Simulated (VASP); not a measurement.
A run of VASP 6.6.1:

File INCAR:

```
PREC = Accurate
ENCUT = 600
EDIFF = 1E-6
ISMEAR = 0
SIGMA = 0.01
LREAL = False
LASPH = True
NELM = 120
ALGO = Normal
ISIF = 2
LWAVE = False
LCHARG = True
GGA = PE
LELF = True
LVHAR = True
NBANDS = 11
GGA_COMPAT = False
```

The input KPOINTS:

```
regular mesh
0
Gamma
  4 4 4
```

File POSCAR:

```
MgO
1.0
    0.0000000000      2.0711650200      2.0711650200
    2.0711650200      0.0000000000      2.0711650200
    2.0711650200      2.0711650200      0.0000000000
Mg O
1 1
Direct
    0.0000000000      0.0000000000      0.0000000000
    0.5000000000      0.5000000000      0.5000000000
```

Potentials or basis: VASP PAW PBE potentials, release 64 (Mg, O).

The run is started by

```console
$ cat potpaw_PBE.64/Mg/POTCAR potpaw_PBE.64/O/POTCAR > POTCAR
$ mpirun -np 1 vasp_std > vasp.out
```

Hardware: 1 thread of Intel(R) Xeon(R) Platinum 8488C (Sapphire Rapids) (shared host).

How long does it take, and how much memory?

Run time: 4.1 s on 1 thread of Intel(R) Xeon(R) Platinum 8488C (Sapphire Rapids) (shared host), peak memory 0.13 GiB. Counts: scf iterations 12, k points 8.
